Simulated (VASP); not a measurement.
Write the native input for VASP 6.6.1 that does the following.

| Quantity | Value |
| --- | --- |
| Task | single point |
| Functional | PBEsol |
| Potentials or basis | VASP PAW PBE potentials, release 64 (Ta_pv, N) |
| Cutoff | 520 eV |
| k mesh | 21 × 21 × 18 |
| Occupations | gaussian, width 0.15 eV |
| Spin | no spin polarisation |
| Dipole correction | no |
| Further INCAR settings | ALGO = Normal; EDIFF = 1e-06; NBANDS = 15 |

The structure of TaN lies in POSCAR:

```
TaN
1.0
    2.8469515377      0.0000000000      0.0000000000
   -1.4234757688      2.4655323550      0.0000000000
    0.0000000000      0.0000000000      3.0283023506
Ta N
1 1
Direct
    0.3333333333      0.6666666667      0.5000000000
    0.0000000000      0.0000000000      0.0000000000
```

This cell differs from its parent crystal: volume 10.628 Å^3 an atom, c/a of the conventional cell 1.0637.

One way to write it, as run:

INCAR

```
ALGO = Normal
EDIFF = 1E-6
ENCUT = 520
GGA = PS
ISIF = 2
ISMEAR = 0
LASPH = True
LCHARG = True
LELF = True
LREAL = False
LVHAR = True
LWAVE = False
NBANDS = 15
NELM = 60
PREC = Accurate
SIGMA = 0.15
```

KPOINTS

```
k-points
0
Gamma
  21 21 18
```

Potentials or basis: VASP PAW PBE potentials, release 64 (Ta_pv, N).

The run is started by

```sh
$ cat potpaw_PBE.64/Ta_pv/POTCAR potpaw_PBE.64/N/POTCAR > POTCAR
$ mpirun -np 1 vasp_std > vasp.out
```

Results of the run:

The pressure is -0.1 GPa and the band gap on the k mesh is zero (band 8 reaches 8.49 eV, above the bottom of band 9 at 8.01 eV).

Caveat: the PAW data sets were made with another functional, which shifts forces and pressure a little; spin-orbit coupling is left out, which moves the levels of the heavy elements.

It took 64 s on 1 thread of Intel(R) Xeon(R) Platinum 8488C (Sapphire Rapids), on a shared host, peak memory 0.27 GiB.
